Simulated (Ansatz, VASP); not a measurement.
**Two plane-wave programs on FeSi3**

```
Fe Si
1.0
     4.34285    0.00000    0.00000
     0.00000    4.34285    0.00000
     0.00000    0.00000    4.34285
Fe Si
1 3
Direct
  0.00000 0.00000 0.00000
  0.50000 0.00000 0.00000
  0.00000 0.50000 0.00000
  0.00000 0.00000 0.50000
```

Alike in both runs: functional PBE; k mesh 4 × 4 × 4; occupations gaussian, width 0.1 eV; collinear spin.

Ansatz relaxed the structure, and its values are those at the end. VASP's run is a single point on that final structure, the one shown.

|  | VASP | Ansatz |
| --- | --- | --- |
| version | VASP 6.6.1 | Ansatz 0.2.0 |
| potentials or method | VASP PAW PBE potentials, release 64 (Fe, Si), cutoff 600 eV | scalar-relativistic, plane waves, PAW |
| valence electrons in the cell | 20 | 28 |

```csv
,VASP,Ansatz,Ansatz less VASP
gap on the k mesh at the Fermi level (eV),none,none,-
pressure (GPa),-1.9,0.3,+2.21
net moment per atom (μB),0.00,0.49,+0.487
size of the moment on the site where the two differ most (μB),0.00,1.24,+1.242
```

The net moments are unlike, so the other rows may belong to different states. Site moments also hang on the region over which each program counts them. A gap of «none» marks a metal or a gap that the smearing closes. VASP's potentials hold 20 valence electrons a cell and Ansatz's 28, so a difference there can come from the potentials and not from the codes.

The k mesh is coarse, so the values compare programs but aren't converged.
